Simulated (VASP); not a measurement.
Set up this calculation in VASP 6.6.1, as the native input.

- Task: single point
- Functional: PBE
- Potentials or basis: VASP PAW PBE potentials, release 64 (C_h, N_h, H_h)
- Cutoff: 910 eV
- k mesh: 1 × 1 × 1
- Occupations: fermi-dirac, width 0.05 eV
- Spin: no spin polarisation
- Dipole correction: no
- Second run: hard_potentials
- Further INCAR settings: LREAL = Auto; ALGO = Normal; EDIFF = 1e-06; NBANDS = 72

The structure of H3C2N lies in POSCAR:

```
H3C2N
1.0
    8.0517480000      0.0000000000      0.0000000000
    0.0000000000      8.0517480000      0.0000000000
    0.0000000000      0.0000000000      8.0517480000
C N H
12 6 18
Direct
    0.7306612179      0.2490390906      0.9141990037
    0.7996400285      0.2751452231      0.7499613748
    0.4986867448      0.3303009483      0.3507561339
    0.4936816204      0.1800106014      0.4541870908
    0.1078647767      0.8810012435      0.3993791162
    0.0715496809      0.8866646100      0.5741486197
    0.0928618233      0.5713293561      1.0058685394
    0.2773435035      0.5591332466      0.9892510297
    0.3243022509      0.0137982460     -0.0508336823
    0.2263235263      0.1187444018      0.0506473874
    0.6538704391      0.7053872029      0.5917472827
    0.7242775109      0.6970908677      0.4226908244
    0.8797095985      0.2892912197      0.6340610759
    0.4704816892      0.0625578446      0.5356352434
    0.0293849236      0.8986495852      0.7128390009
    0.4189400861      0.5423294420      0.9655667316
    0.1293880534      0.1993107584      0.1275996218
    0.7901141466      0.7062441597      0.2906201237
    0.6108363054      0.3352936530      0.9228927681
    0.6808707873      0.1243456700      0.9266062475
    0.8253238924      0.2697178302      1.0086381243
    0.6253673115      0.3847860117      0.3578726011
    0.4771510484      0.3083554031      0.2156301961
    0.3998013847      0.4128544510      0.3996275095
    0.0507715840      0.9905799337      0.3350825187
    0.2427299016      0.8753875556      0.3759307917
    0.0465116395      0.7715219105      0.3458503669
    0.0391840380      0.5062379001      0.8977926284
    0.0391591987      0.5072687322      1.1146772105
    0.0397801819      0.7042570135      0.9921944899
    0.4108300458      0.0898438451     -0.1275747825
    0.4001615550     -0.0583848377      0.0407737550
    0.2485671434     -0.0645574104     -0.1302325905
    0.7555750627      0.7133109481      0.6801380272
    0.5715901690      0.8206665186      0.5994474740
    0.5888162421      0.5855747100      0.6208341344
```

These files were run (other wordings do the same):

INCAR

```
SYSTEM = H3C2N
PREC     = Accurate       ! precision mode
ENCUT    = 910            ! plane-wave cutoff, eV
EDIFF    = 1E-6           ! SCF threshold, eV
ISMEAR   = -1             ! smearing method
SIGMA    = 0.05           ! smearing width, eV
LREAL    = Auto         
LASPH    = .True.         ! aspherical terms in the spheres
NELM     = 120            ! most SCF steps
ALGO     = Normal         ! electronic algorithm
ISIF     = 2              ! what is computed and relaxed
LWAVE    = .False.        ! write WAVECAR
LCHARG   = .False.        ! write CHGCAR
GGA      = PE             ! functional
NBANDS   = 72             ! bands
GGA_COMPAT= .False.
```

KPOINTS

```
regular mesh
0
Gamma
  1 1 1
  0 0 0
```

Potentials or basis: VASP PAW PBE potentials, release 64 (C_h, N_h, H_h).

Launch:

```bash
$ cat potpaw_PBE.64/C_h/POTCAR potpaw_PBE.64/N_h/POTCAR potpaw_PBE.64/H_h/POTCAR > POTCAR
$ mpirun -np 1 vasp_gam > vasp.out
```

It gave:

```
Pressure               : -1.3 GPa
Largest force          : 3.973 eV/Å
Band gap on the k mesh : 6.07 eV
```

Caveat: the k points lie up to 0.78 Å⁻¹ apart; the cutoff is under 1.25 times the usual one of these potentials, so pressure, stress and relaxed cells hold a basis-set (Pulay) error.

Wall time 80 s on 1 thread of Intel(R) Xeon(R) 6975P-C (Granite Rapids), with other jobs on the host, peak memory 0.9 GiB.
